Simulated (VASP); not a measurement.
# Ta (P6_3/mmc) in VASP: notebook, part 2 of 2

VASP 6.6.1.

## (3) Single point, LDA

This run uses another cell than the first one, of 18.82 Å³/atom, 1.042 times its volume.

Input file INCAR:

```
  ALGO = Normal
  EDIFF = 1E-7
  ENCUT = 520
  GGA = CA
  ISIF = 2
  ISMEAR = 1
  LASPH = True
  LCHARG = False
  LREAL = False
  LWAVE = False
  NBANDS = 18
  NELM = 100
  PREC = Accurate
  SIGMA = 0.1
```

Input file KPOINTS:

```
k-points
0
Gamma
  11 11 6
```

Input file POSCAR:

```
Ta
1.0
    2.9003720000      0.0000000000      0.0000000000
   -1.4501860000      2.5117960000      0.0000000000
    0.0000000000      0.0000000000      5.1662740000
Ta
2
Direct
    0.6666666667      0.3333333333      0.7500000000
    0.3333333333      0.6666666667      0.2500000000
```

Potentials or basis: VASP PAW LDA potentials, release 64 (Ta_pv).

Launch:

```
$ cat potpaw_LDA.64/Ta_pv/POTCAR > POTCAR
$ mpirun -np 1 vasp_std > vasp.out
```

OUTCAR:

```text
EDIFF = 1E-7
   ENCUT = 520
   GGA = CA
   ISIF = 2
   ISMEAR = 1
   LASPH = True
   LREAL = False
   NELM = 100
   PREC = Accurate

 ion  position               nearest neighbor table
   1  0.667  0.333  0.750-   2 3.08   2 3.08   2 3.08   2 3.08   2 3.08   2 3.08
   2  0.333  0.667  0.250-   1 3.08   1 3.08   1 3.08   1 3.08   1 3.08   1 3.08

  LATTYP: Found a hexagonal cell.
 ALAT       =     2.9003720000
 C/A-ratio  =     1.7812453023

  Lattice vectors:

 A1 = (   2.9003720000,   0.0000000000,   0.0000000000)
 A2 = (  -1.4501860000,   2.5117960000,   0.0000000000)
 A3 = (   0.0000000000,   0.0000000000,   5.1662740000)

Analysis of symmetry for initial positions (statically):
=====================================================================
 Subroutine PRICEL returns:
 Original cell was already a primitive cell.

 Routine SETGRP: Setting up the symmetry group for a
 hexagonal supercell.

 Subroutine GETGRP returns: Found 24 space group operations
 (whereof 12 operations were pure point group operations)
 out of a pool of 24 trial point group operations.

The static configuration has the point symmetry D_3d.
 The point group associated with its full space group is D_6h.

Analysis of symmetry for dynamics (positions and initial velocities):
=====================================================================
 Subroutine PRICEL returns:
 Original cell was already a primitive cell.

 Routine SETGRP: Setting up the symmetry group for a
 hexagonal supercell.

 Subroutine GETGRP returns: Found 24 space group operations
 (whereof 12 operations were pure point group operations)
 out of a pool of 24 trial point group operations.

The dynamic configuration has the point symmetry D_3d.
 The point group associated with its full space group is D_6h.

 Subroutine INISYM returns: Found 24 space group operations
 (whereof 12 operations are pure point group operations),
 and found     1 'primitive' translations

----------------------------------------------------------------------------------------

                                     Primitive cell

  volume of cell :      37.6370

  direct lattice vectors                    reciprocal lattice vectors
     2.900372000  0.000000000  0.000000000     0.344783359  0.199060752  0.000000000
    -1.450186000  2.511796000  0.000000000     0.000000000  0.398121503  0.000000000
     0.000000000  0.000000000  5.166274000     0.000000000  0.000000000  0.193563098

  length of vectors
     2.900372000  2.900372145  5.166274000     0.398121523  0.398121503  0.193563098

  position of ions in fractional coordinates (direct lattice)
     0.666666667  0.333333333  0.750000000
     0.333333333  0.666666667  0.250000000

  ion indices of the primitive-cell ions
   primitive index   ion index
                 1           1
                 2           2

----------------------------------------------------------------------------------------

 KPOINTS: k-points

Automatic generation of k-mesh.
 Grid dimensions read from file:
 generate k-points for:   11   11    6

 Generating k-lattice:

  Cartesian coordinates                     Fractional coordinates (reciprocal lattice)
     0.031343942  0.018096432  0.000000000     0.090909091  0.000000000  0.000000000
     0.000000000  0.036192864  0.000000000     0.000000000  0.090909091  0.000000000
     0.000000000  0.000000000  0.032260516     0.000000000  0.000000000  0.166666667

  Length of vectors
     0.036192866  0.036192864  0.032260516

  Shift w.r.t. Gamma in fractional coordinates (k-lattice)
     0.000000000  0.000000000  0.000000000

 Subroutine IBZKPT returns following result:
 ===========================================

 Found     64 irreducible k-points:

 Following reciprocal coordinates:
            Coordinates               Weight
  0.000000  0.000000  0.000000      1.000000
  0.090909  0.000000  0.000000      6.000000
  0.181818  0.000000  0.000000      6.000000
  0.272727 -0.000000  0.000000      6.000000
  0.363636  0.000000  0.000000      6.000000
  0.454545  0.000000  0.000000      6.000000
[... 16 lines left out ...]
  0.090909  0.090909  0.166667     12.000000
  0.181818  0.090909  0.166667     24.000000
 [... further k-points ...]
   k-points           NKPTS =     64   k-points in BZ     NKDIM =     64   number of bands    NBANDS=     18
   number of dos      NEDOS =    301   number of ions     NIONS =      2
   total plane-waves  NPLWV =  23040
   dimension x,y,z NGX =    24 NGY =   24 NGZ =   40
   dimension x,y,z NGXF=    48 NGYF=   48 NGZF=   80
   ions per type =               2
   NGX,Y,Z   is equivalent  to a cutoff of  13.76, 13.76, 12.87 a.u.
   NGXF,Y,Z  is equivalent  to a cutoff of  27.51, 27.51, 25.74 a.u.
 SYSTEM =  unknown system
   PREC   = accura    normal or accurate (medium, high low for compatibility)
   ISTART =      0    job   : 0-new  1-cont  2-samecut
   ICHARG =      2    charge: 1-file 2-atom 10-const
   ISPIN  =      1    spin polarized calculation?
   LNONCOLLINEAR =      F non collinear calculations
   LSORBIT =      F    spin-orbit coupling
   LASPH  =      T    aspherical Exc in radial PAW
   ENCUT  =  520.0 eV  38.22 Ry    6.18 a.u.   5.39  5.39  9.61*2*pi/ulx,y,z
   NELM   =    100;   NELMIN=  2; NELMDL= -5     # of ELM steps
   EDIFF  = 0.1E-06   stopping-criterion for ELM
   LREAL  =      F    real-space projection
   EDIFFG = 0.1E-05   stopping-criterion for IOM
   NSW    =      0    number of steps for IOM
   IBRION =     -1    ionic relax: 0-MD 1-quasi-New 2-CG
   NFREE  =      0    steps in history (QN), initial steepest desc. (CG)
   ISIF   =      2    stress and relaxation
   ISYM   =      2    0-nonsym 1-usesym 2-fastsym
   POTIM  = 0.5000    time-step for ionic-motion
   TEBEG  =    0.0;   TEEND  =   0.0 temperature during run
   PSTRESS=    0.0 pullay stress
   NELECT =      22.0000    total number of electrons
   NUPDOWN=      -1.0000    fix difference up-down
   EMIN   =  10.00;   EMAX   =-10.00  energy-range for DOS
   EFERMI =   0.00;   METHOD = LEGACY
   ISMEAR =     1;   SIGMA  =   0.10  broadening in eV -4-tet -1-fermi 0-gaus
   EFERMI_NEDOS =   21; number of points for ismear=-14 and -15
   IALGO  =     38    algorithm
   IMIX   =      4    mixing-type and parameters
     AMIX     =   0.40;   BMIX     =  1.00
     AMIX_MAG =   1.60;   BMIX_MAG =  1.00
  volume/ion in A,a.u.               =      18.82       126.99
  Fermi-wavevector in a.u.,A,eV,Ry     =   1.368812  2.586680 25.492516  1.873647
  Thomas-Fermi vector in A             =   2.494743
   LORBIT       =      0    0 simple, 1 ext, 2 COOP (PROOUT), +10 PAW based schemes
   GGA     = CA    functional components
   LHFCALC =     F    Hartree Fock is set to
   AEXX    =    0.0000 exact exchange contribution
   IVDW    =     0    specifies the selected vdW correction
   LEPSILON=     F    determine dielectric tensor
   LRPA    =     F    only Hartree local field effects (RPA)
 non-spin polarized calculation
 Methfessel and Paxton  Order N= 1 SIGMA  =   0.10
  energy-cutoff  :      520.00
  volume of cell :       37.64
 maximum number of plane-waves:      1045
 NGX is ok and might be reduce to    24
   NGX = 11   NGY = 11   NGZ = 19

 number of electron      22.0000003 magnetization

 Free energy of the ion-electron system (eV)
  ---------------------------------------------------
  ext. energy  EPLUGINS =         0.00000000
  ---------------------------------------------------
  free energy    TOTEN  =       -24.97948437 eV

  energy without entropy =      -24.98116418  energy(sigma->0) =      -24.98004431

 E-fermi :   5.4527     XC(G=0): -12.5625

 val. band max:        5.4239836420   @ k =   0.1818   0.0000   0.0000
 cond. band min:       5.4547712531   @ k =   0.0909   0.0909   0.1667
 fundamental gap:      0.0307876111
 Fermi energy:         5.4526790607

 k-point     1 :       0.0000    0.0000    0.0000
  band No.  band energies     occupation
      1     -28.9503      2.00000
      2     -28.1247      2.00000
      3     -27.9960      2.00000
      4     -27.9960      2.00000
      5     -27.9125      2.00000
      6     -27.9125      2.00000
[... 10 lines left out ...]
     17      10.4926      0.00000
     18      10.4926      0.00000
[... 463 lines left out ...]
 k-point    24 :       0.1818    0.0909    0.1667
  band No.  band energies     occupation
      1     -28.7580      2.00000
      2     -28.4574      2.00000
      3     -28.4252      2.00000
      4     -28.1829      2.00000
      5     -28.1213      2.00000
      6     -28.0427      2.00000
[... 10 lines left out ...]
     17      10.4754      0.00000
     18      12.3264      0.00000

 [... further k-points ...]
[... 5 lines left out ...]
  --------------------------------------------------------------------------------------
  -------------------------------------------------------------------------------------
  Total       -2.7867406     -2.7867410     -2.3354935      0.0000000     -0.0000000      0.0000000
  in kB     -118.6292075   -118.6292233    -99.4199946      0.0000000     -0.0000000      0.0000000
  external PRESSURE =    -112.2261418 kB  Pullay stress =       0.0000000 kB

 VOLUME and BASIS-vectors are now :
 -----------------------------------------------------------------------------
  energy-cutoff  :      520.00
  volume of cell :       37.64
      direct lattice vectors                 reciprocal lattice vectors
     2.900372000  0.000000000  0.000000000     0.344783359  0.199060752  0.000000000
    -1.450186000  2.511796000  0.000000000     0.000000000  0.398121503  0.000000000
     0.000000000  0.000000000  5.166274000     0.000000000  0.000000000  0.193563098

 POSITION                                       TOTAL-FORCE (eV/Angst)
 -----------------------------------------------------------------------------------
      1.45019      0.83727      3.87471        -0.000000      0.000000      0.000000
     -0.00000      1.67453      1.29157         0.000000      0.000000      0.000000
 -----------------------------------------------------------------------------------
    total drift:                                0.000000     -0.000000      0.000000

  FREE ENERGIE OF THE ION-ELECTRON SYSTEM (eV)
  ---------------------------------------------------
  free  energy   TOTEN  =       -24.9794843726 eV

  energy  without entropy=      -24.9811641836  energy(sigma->0) =      -24.98004431
```

OSZICAR:

```text
N       E                     dE             d eps       ncg     rms          rms(c)
DAV:   1     0.167435207063E+03    0.16744E+03   -0.12770E+04  2312   0.125E+03
DAV:   2    -0.217776210428E+02   -0.18921E+03   -0.18599E+03  2836   0.354E+02
DAV:   3    -0.259701971946E+02   -0.41926E+01   -0.41444E+01  2758   0.492E+01
DAV:   4    -0.260012278466E+02   -0.31031E-01   -0.30997E-01  2650   0.446E+00
DAV:   5    -0.260014531966E+02   -0.22535E-03   -0.22533E-03  2578   0.366E-01    0.175E+01
DAV:   6    -0.252227608046E+02    0.77869E+00   -0.82807E-01  2538   0.756E+00    0.822E+00
DAV:   7    -0.249842721919E+02    0.23849E+00   -0.64177E-01  2628   0.625E+00    0.471E-01
DAV:   8    -0.249795399364E+02    0.47323E-02   -0.78378E-03  2590   0.817E-01    0.108E-01
DAV:   9    -0.249794880889E+02    0.51847E-04   -0.18497E-04  2750   0.960E-02    0.539E-02
DAV:  10    -0.249794850564E+02    0.30325E-05   -0.20876E-05  2838   0.291E-02    0.565E-03
DAV:  11    -0.249794843801E+02    0.67628E-06   -0.24762E-06  2600   0.114E-02    0.400E-03
DAV:  12    -0.249794843726E+02    0.75688E-08   -0.67936E-08  1306   0.225E-03
   1 F= -.24979484E+02 E0= -.24980044E+02  d E =0.167981E-02
```

stdout:

```text
POSCAR found type information on POSCAR Ta
 POSCAR found :  1 types and       2 ions
 scaLAPACK will be used
 LDA part: xc-table for (Slater(with rela. corr.)+CA(PZ))
 , standard interpolation
 POSCAR, INCAR and KPOINTS ok, starting setup
 FFT: planning ... GRIDC
 FFT: planning ... GRID_SOFT
 FFT: planning ... GRID
 WAVECAR not read
 entering main loop
```

It took 36 s on 1 thread of AMD EPYC 7R13 (Zen 3), shared host; peak memory 0.13 GiB.

What came out:

- Free energy: -24.9795 eV
- Pressure: -11.2 GPa
- Band gap on the k mesh: zero (band 11 reaches 6.93 eV, above the bottom of band 12 at 4.70 eV)

Stress tensor (GPa, compression positive):
```
-11.86   0.00   0.00
  0.00 -11.86   0.00
  0.00   0.00  -9.94
```

Caveat: spin-orbit coupling is left out, which moves the levels of the heavy elements.

## (4) Single point, LDA

This run uses another cell than the first one, of 19.57 Å³/atom, 1.083 times its volume.

Input file INCAR:

```
SYSTEM = Ta
PREC = Accurate
ENCUT = 520
EDIFF = 1E-6
ISMEAR = 1
SIGMA = 0.1
LREAL = .False.
LASPH = .True.
NELM = 60
ALGO = Normal
ISIF = 2
LWAVE = .False.
LCHARG = .False.
NBANDS = 18
```

Input file KPOINTS:

```
Automatic mesh
0
Gamma
  11 11 6
  0 0 0
```

Input file POSCAR:

```
Ta
1.0
    2.9385391664      0.0000000000      0.0000000000
   -1.4692695832      2.5448497379      0.0000000000
    0.0000000000      0.0000000000      5.2342590858
Ta
2
Direct
    0.6666666667      0.3333333333      0.7500000000
    0.3333333333      0.6666666667      0.2500000000
```

Launch:

```
$ cat potpaw_LDA.64/Ta_pv/POTCAR > POTCAR
$ mpirun -np 1 vasp_std > vasp.out
```

Wall time 32 s (1 thread of AMD EPYC 7R13 (Zen 3), shared host); peak memory 0.13 GiB.

The run converged. Its results:

* Free energy: -24.8445 eV
* Pressure: -17.4 GPa
* Band gap on the k mesh: zero (band 11 reaches 6.48 eV, above the bottom of band 12 at 4.43 eV)

Stress tensor (GPa, compression positive):
```
-18.31   0.00   0.00
  0.00 -18.31   0.00
  0.00   0.00 -15.53
```

Levels at points of the mesh, in eV from the Fermi level:
```
           k point  band 7  band 8  band 9  band 10  band 11  band 12  band 13  band 14  band 15  band 16
(0.00, 0.00, 0.00)   -7.93   -4.73   -0.55    -0.08     0.55     0.55     1.08     1.08     2.76     2.76
(0.00, 0.00, 0.50)   -6.18   -6.18   -1.12    -1.12     0.60     0.60     0.60     0.60     4.10     4.10
```

Caveat: spin-orbit coupling is left out, which moves the levels of the heavy elements.

## (5) Single point, LDA

This run uses another cell than the first one, of 20.32 Å³/atom, 1.125 times its volume.

Input file INCAR:

```
SYSTEM = Ta
  PREC = Accurate
  ENCUT = 520
  EDIFF = 1E-6
  ISMEAR = 1
  SIGMA = 0.1
  LREAL = .False.
  LASPH = .True.
  NELM = 80
  ALGO = Normal
  ISIF = 2
  LWAVE = .False.
  LCHARG = .False.
  GGA = CA
  NBANDS = 18
```

KPOINTS is that of step 4.

Input file POSCAR:

```
Ta
1.0
    2.9757398138      0.0000000000      0.0000000000
   -1.4878699069      2.5770664458      0.0000000000
    0.0000000000      0.0000000000      5.3005225644
Ta
2
Direct
    0.6666666667      0.3333333333      0.7500000000
    0.3333333333      0.6666666667      0.2500000000
```

Potentials or basis: VASP PAW LDA potentials, release 64 (Ta_pv).

Launch:

```
$ cat potpaw_LDA.64/Ta_pv/POTCAR > POTCAR
$ mpirun -np 1 vasp_std > vasp.out
```

OUTCAR:

```text
SYSTEM = Ta
   PREC = Accurate
   ENCUT = 520
   EDIFF = 1E-6
   ISMEAR = 1
   LREAL = .False.
   LASPH = .True.
   NELM = 80
   ISIF = 2
   GGA = CA

 ion  position               nearest neighbor table
   1  0.667  0.333  0.750-   2 3.16   2 3.16   2 3.16   2 3.16   2 3.16   2 3.16
   2  0.333  0.667  0.250-   1 3.16   1 3.16   1 3.16   1 3.16   1 3.16   1 3.16

  LATTYP: Found a hexagonal cell.
 ALAT       =     2.9757398138
 C/A-ratio  =     1.7812453024

  Lattice vectors:

 A1 = (   2.9757398138,   0.0000000000,   0.0000000000)
 A2 = (  -1.4878699069,   2.5770664458,   0.0000000000)
[... 675 lines left out ...]
      5     -28.9727      2.00000
      6     -28.9106      2.00000
[... 10 lines left out ...]
     17       9.3945      0.00000
     18      11.0185      0.00000

 [... further k-points ...]
[... 5 lines left out ...]
  --------------------------------------------------------------------------------------
  -------------------------------------------------------------------------------------
  Total       -5.9542071     -5.9542079     -5.0915428     -0.0000000     -0.0000000     -0.0000000
  in kB     -234.6903634   -234.6903947   -200.6876851     -0.0000000     -0.0000000     -0.0000000
  external PRESSURE =    -223.3561478 kB  Pullay stress =       0.0000000 kB

 VOLUME and BASIS-vectors are now :
 -----------------------------------------------------------------------------
  energy-cutoff  :      520.00
  volume of cell :       40.65
      direct lattice vectors                 reciprocal lattice vectors
     2.975739814  0.000000000  0.000000000     0.336050886  0.194019056  0.000000000
    -1.487869907  2.577066446  0.000000000     0.000000000  0.388038113  0.000000000
     0.000000000  0.000000000  5.300522564     0.000000000  0.000000000  0.188660644

 POSITION                                       TOTAL-FORCE (eV/Angst)
 -----------------------------------------------------------------------------------
      1.48787      0.85902      3.97539        -0.000000      0.000000      0.000000
     -0.00000      1.71804      1.32513         0.000000      0.000000      0.000000
 -----------------------------------------------------------------------------------
    total drift:                               -0.000000      0.000000     -0.000000

  FREE ENERGIE OF THE ION-ELECTRON SYSTEM (eV)
  ---------------------------------------------------
  free  energy   TOTEN  =       -24.6576558015 eV

  energy  without entropy=      -24.6587321421  energy(sigma->0) =      -24.65801458
```

stdout:

```text
POSCAR found type information on POSCAR Ta
 POSCAR found :  1 types and       2 ions
 scaLAPACK will be used
 LDA part: xc-table for (Slater(with rela. corr.)+CA(PZ))
 , standard interpolation
 POSCAR, INCAR and KPOINTS ok, starting setup
 FFT: planning ... GRIDC
 FFT: planning ... GRID_SOFT
 FFT: planning ... GRID
 WAVECAR not read
 entering main loop
```

Wall time 29 s (1 thread of AMD EPYC 7R13 (Zen 3), shared host); peak memory 0.13 GiB.

Results:

```yaml
Free_energy: -24.6577 eV
Pressure: -22.3 GPa
Band_gap_on_the_k_mesh: zero (band 11 reaches 6.07 eV, above the bottom of band 12 at 4.17 eV)
```

Stress tensor (GPa, compression positive):
```
-23.47   0.00   0.00
  0.00 -23.47   0.00
  0.00   0.00 -20.07
```

Caveat: spin-orbit coupling is left out, which moves the levels of the heavy elements.

## (6) Single point, LDA

This run uses another cell than the first one, of 21.08 Å³/atom, 1.167 times its volume.

Input file INCAR:

```
SYSTEM = Ta
  ALGO = Normal
  EDIFF = 1E-6
  ENCUT = 520
  GGA = CA
  ISIF = 2
  ISMEAR = 1
  LASPH = .TRUE.
  LCHARG = .FALSE.
  LREAL = .FALSE.
  LWAVE = .FALSE.
  NBANDS = 18
  NELM = 80
  PREC = Accurate
  SIGMA = 0.1
```

Input file KPOINTS:

```
k-points
0
G
  11 11 6
  0 0 0
```

Input file POSCAR:

```
Ta
1.0
    3.0120329006      0.0000000000      0.0000000000
   -1.5060164503      2.6084971830      0.0000000000
    0.0000000000      0.0000000000      5.3651694547
Ta
2
Direct
    0.6666666667      0.3333333333      0.7500000000
    0.3333333333      0.6666666667      0.2500000000
```

Potentials or basis: VASP PAW LDA potentials, release 64 (Ta_pv).

Launch:

```
$ cat potpaw_LDA.64/Ta_pv/POTCAR > POTCAR
$ mpirun -np 1 vasp_std > vasp.out
```

It took 32 s on 1 thread of AMD EPYC 7R13 (Zen 3), shared host; peak memory 0.14 GiB.

The run converged. Its results:

| Property | Result |
| --- | --- |
| Free energy | -24.4289 eV |
| Pressure | -26.3 GPa |
| Band gap on the k mesh | zero (band 11 reaches 5.69 eV, above the bottom of band 12 at 3.92 eV) |

Stress tensor (GPa, compression positive):
```
-27.63   0.00   0.00
  0.00 -27.63   0.00
  0.00   0.00 -23.71
```

Levels at points of the mesh, in eV from the Fermi level:
```
           k point  band 8  band 9  band 10  band 11  band 12  band 13  band 14  band 15
(0.00, 0.00, 0.00)   -4.49   -0.47    -0.21     0.54     0.54     1.01     1.01     2.53
(0.00, 0.00, 0.50)   -5.99   -1.02    -1.02     0.58     0.58     0.58     0.58     3.73
```

Caveat: spin-orbit coupling is left out, which moves the levels of the heavy elements.

## (7) Summary

| cell | gap on the mesh (eV) | pressure (GPa) |
| --- | --- | --- |
| a = 2.861, b = 2.861, c = 5.096 Å, angles 90.0, 90.0, 120.0°, 2 atoms | none | -3.6 |
| a = 2.900, b = 2.900, c = 5.166 Å, angles 90.0, 90.0, 120.0°, 2 atoms | none | -11.2 |
| a = 2.939, b = 2.939, c = 5.234 Å, angles 90.0, 90.0, 120.0°, 2 atoms | none | -17.4 |
| a = 2.976, b = 2.976, c = 5.301 Å, angles 90.0, 90.0, 120.0°, 2 atoms | none | -22.3 |
| a = 3.012, b = 3.012, c = 5.365 Å, angles 90.0, 90.0, 120.0°, 2 atoms | none | -26.3 |

Alike in all rows: task single point; level LDA; potentials or basis VASP PAW LDA potentials, release 64 (Ta_pv); no spin polarisation; k mesh 11 × 11 × 6; cutoff (eV) 520; smearing methfessel-paxton 0.1 eV.

Caveats: spin-orbit coupling is left out, which moves the levels of the heavy elements.

Absolute energies hang on the potentials; compare differences alone.
